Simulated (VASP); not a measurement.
Wanted: the native input for a VASP 6.6.1 run.

```yaml
Task: single point
Functional: PBE
Potentials_or_basis: VASP PAW PBE potentials, release 64 (Ga_d)
Cutoff: 520 eV
k_mesh: 8 × 8 × 7
Occupations: methfessel-paxton, width 0.6 eV
Spin: no spin polarisation
Dipole_correction: no
Further_INCAR_settings: ALGO = Normal; EDIFF = 1e-06; NBANDS = 34
```

The structure of Ga lies in POSCAR:

```
Ga
1.0
    2.3107968683     -3.8729233244      0.0000000000
    2.3107968683      3.8729233244      0.0000000000
    0.0000000000      0.0000000000      4.5463111460
Ga
4
Direct
    0.8442122196      0.1557877804      0.0839449706
    0.6557877804      0.3442122196      0.5839449706
    0.1557877804      0.8442122196      0.9160550294
    0.3442122196      0.6557877804      0.4160550294
```

These files were run (other wordings do the same):

INCAR

```
  ALGO = Normal
  EDIFF = 1E-6
  ENCUT = 520
  GGA = PE
  ISIF = 2
  ISMEAR = 1
  LASPH = True
  LCHARG = True
  LELF = True
  LREAL = False
  LVHAR = True
  LWAVE = False
  NBANDS = 34
  NELM = 100
  PREC = Accurate
  SIGMA = 0.6
```

KPOINTS

```
k-points
0
Gamma
  8 8 7
```

Potentials or basis: VASP PAW PBE potentials, release 64 (Ga_d).

Launch:

```bash
$ cat potpaw_PBE.64/Ga_d/POTCAR > POTCAR
$ mpirun -np 1 vasp_std > vasp.out
```

It gave:

The pressure is 0.0 GPa and the largest force is 0.016 eV/Å. The band gap on the k mesh is zero (bands 26 and 27 overlap by 0.88 eV).

Caveat: so wide a smearing shifts energies and pressures.

Wall time 2.6 min on 1 thread of AMD EPYC 7R13 Processor (Zen 3), on a shared host, peak memory 0.28 GiB.
